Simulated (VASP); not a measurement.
Wanted: the native input for a VASP 6.6.1 run.

```
Task                   : relaxation of cell and atoms
Functional             : PBE
Potentials or basis    : VASP PAW PBE potentials, release 64 (Cl, Na_pv)
Cutoff                 : 600 eV
k mesh                 : 8 × 8 × 8
Occupations            : fermi-dirac, width 0.05 eV
Spin                   : no spin polarisation
Dipole correction      : no
Further INCAR settings : ALGO = Normal; EDIFF = 1e-06; IBRION = 2; EDIFFG = -0.01; NSW = 60; ISIF = 3
```

The structure of NaCl lies in POSCAR:

```
NaCl
1.0
    0.0000000000      2.7940632177      2.7940632177
    2.7940632177      0.0000000000      2.7940632177
    2.7940632177      2.7940632177      0.0000000000
Cl Na
1 1
Direct
    0.5000000000      0.5000000000      0.5000000000
    0.0000000000      0.0000000000      0.0000000000
```

These files were run (other wordings do the same):

INCAR

```
PREC = Accurate ; ENCUT = 600
EDIFF = 1E-6 ; ISMEAR = -1
SIGMA = 0.05 ; LREAL = False
LASPH = True ; NELM = 60
ALGO = Normal ; ISIF = 3
LWAVE = False ; LCHARG = False
GGA = PE ; IBRION = 2
NSW = 60 ; EDIFFG = -0.01
```

KPOINTS

```
regular mesh
0
Gamma
  8 8 8
```

Potentials or basis: VASP PAW PBE potentials, release 64 (Cl, Na_pv).

Launch:

```bash
$ cat potpaw_PBE.64/Cl/POTCAR potpaw_PBE.64/Na_pv/POTCAR > POTCAR
$ mpirun -np 1 vasp_std > vasp.out
```

Results of the run:

```
Relaxed volume                         : 23.13 Å³/atom
Relaxed cell                           : a = 4.030 Å, b = 4.030 Å, c = 4.030 Å, α = 60.00°, β = 60.00°, γ = 60.00°
Space group after relaxing (to 0.05 Å) : Fm-3m (No. 225)
Energy gained by relaxing              : 5.9 meV/atom
Ionic steps                            : 3
Pressure after relaxing                : 0.0 GPa
Band gap on the k mesh                 : 4.99 eV, direct
```

Wall time 14 s on 1 thread of Intel(R) Xeon(R) 6975P-C (Granite Rapids), on a shared host, peak memory 0.17 GiB.
